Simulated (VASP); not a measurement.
# Sn: single point with LDA

The system is Sn.

```
CELL_PARAMETERS angstrom
-2.94014 2.94014 1.59930
2.94014 -2.94014 1.59930
2.94014 2.94014 -1.59930
ATOMIC_POSITIONS crystal
Sn 0.00000 0.00000 0.00000
Sn 0.75000 0.25000 0.50000
```

| Item | Value |
| --- | --- |
| Program | VASP 6.6.1 |
| Task | single point |
| Functional | LDA |
| Potentials or basis | VASP PAW LDA potentials, release 64 (Sn_d) |
| Cutoff | 520 eV |
| k mesh | 9 × 9 × 9 |
| Occupations | fermi-dirac, width 0.05 eV |
| Spin | no spin polarisation |
| Dipole correction | no |
| Further INCAR settings | ALGO = Normal; EDIFF = 1e-06; NBANDS = 21 |

```yaml
Pressure: -2.9 GPa
Band_gap_on_the_k_mesh: zero (bands 14 and 15 overlap by 3.93 eV)
```

Stress tensor (GPa, compression positive):
```
-2.75  0.00  0.00
 0.00 -2.75  0.00
 0.00  0.00 -3.08
```

Levels at points of the mesh, in eV from the Fermi level:
```csv
k point,band 12,band 13,band 14,band 15,band 16,band 17
"(0.00, 0.00, 0.00)",-3.80,-1.93,-1.93,3.10,6.05,6.05
```

Run time: 70 s on 1 thread of AMD EPYC 7R13 Processor (Zen 3) (shared host), peak memory 0.18 GiB.

Caveat: spin-orbit coupling is left out, which moves the levels of the heavy elements.
